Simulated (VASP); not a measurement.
A run of VASP 6.6.1 is set up as follows.

POSCAR

```
CaSe
1.0
    0.0000000000      2.9560000000      2.9560000000
    2.9560000000      0.0000000000      2.9560000000
    2.9560000000      2.9560000000      0.0000000000
Ca Se
1 1
Direct
    0.0000000000      0.0000000000      0.0000000000
    0.5000000000      0.5000000000      0.5000000000
```

The input INCAR.step1:

```
  PREC = Accurate
  ENCUT = 400
  EDIFF = 1E-5
  ISMEAR = 0
  SIGMA = 0.01
  LREAL = F
  LASPH = T
  NELM = 120
  ALGO = Normal
  ISIF = 2
  LWAVE = T
  LCHARG = F
  NBANDS = 15
  GGA = PE
  GGA_COMPAT = F
```

The input INCAR.step2:

```
  PREC = Accurate
  ENCUT = 400
  EDIFF = 1E-6
  ISMEAR = 0
  SIGMA = 0.01
  LREAL = F
  LASPH = T
  NELM = 120
  ALGO = Normal
  ISIF = 2
  LWAVE = F
  LCHARG = F
  GGA = PE
  LHFCALC = T
  AEXX = 0.25
  PRECFOCK = Normal
  NBANDS = 15
  ISTART = 1
  GGA_COMPAT = F
```

The input KPOINTS:

```
regular mesh
0
Gamma
  2 2 2
```

Potentials or basis: VASP PAW PBE potentials, release 64 (Ca_sv, Se).

Run with:

```sh
$ cat potpaw_PBE.64/Ca_sv/POTCAR potpaw_PBE.64/Se/POTCAR > POTCAR
$ cp INCAR.step1 INCAR
$ mpirun -np 1 vasp_std > vasp.out
$ cp INCAR.step2 INCAR
$ mpirun -np 1 vasp_std > vasp.out
```

(1) Predict the band gap on the k mesh.

(2) Estimate the pressure.

## Answers

(1) 3.80 eV (least direct gap 4.83 eV).

(2) 3.4 GPa.

Caveat: the k points lie up to 0.92 Å⁻¹ apart, too coarse for converged energies, forces and pressures; the PAW data sets were made with another functional, which shifts forces and pressure a little.
